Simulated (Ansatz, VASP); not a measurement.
# BiTe in VASP and in Ansatz

```
Bi Te
1.0
     0.00000    3.19128    3.19128
     3.19128    0.00000    3.19128
     3.19128    3.19128    0.00000
Bi Te
1 1
Direct
  0.00000 0.00000 0.00000
  0.50000 0.50000 0.50000
```

Alike in both runs: task single point; functional PBEsol; k mesh 7 × 7 × 7; occupations fermi-dirac, width 0.05 eV; no spin polarisation.

|  | VASP | Ansatz |
| --- | --- | --- |
| version | VASP 6.6.1 | Ansatz 0.2.0 |
| potentials or method | VASP PAW PBE potentials, release 64 (Bi_d, Te) | Ansatz PAW |
| plane-wave cutoff (eV) | 520 | 420 |
| valence electrons in the cell | 21 | 31 |

```csv
,VASP,Ansatz,Ansatz less VASP
gap on the k mesh at the Fermi level (eV),none,none,-
pressure (GPa),0.5,0.5,+0.01
```

VASP's potentials were made for PBE, not for PBEsol. A gap of «none» marks a metal or a gap that the smearing closes. VASP's potentials hold 21 valence electrons a cell and Ansatz's 31, so a difference there can come from the potentials and not from the codes.

Neither program's run includes spin-orbit coupling.
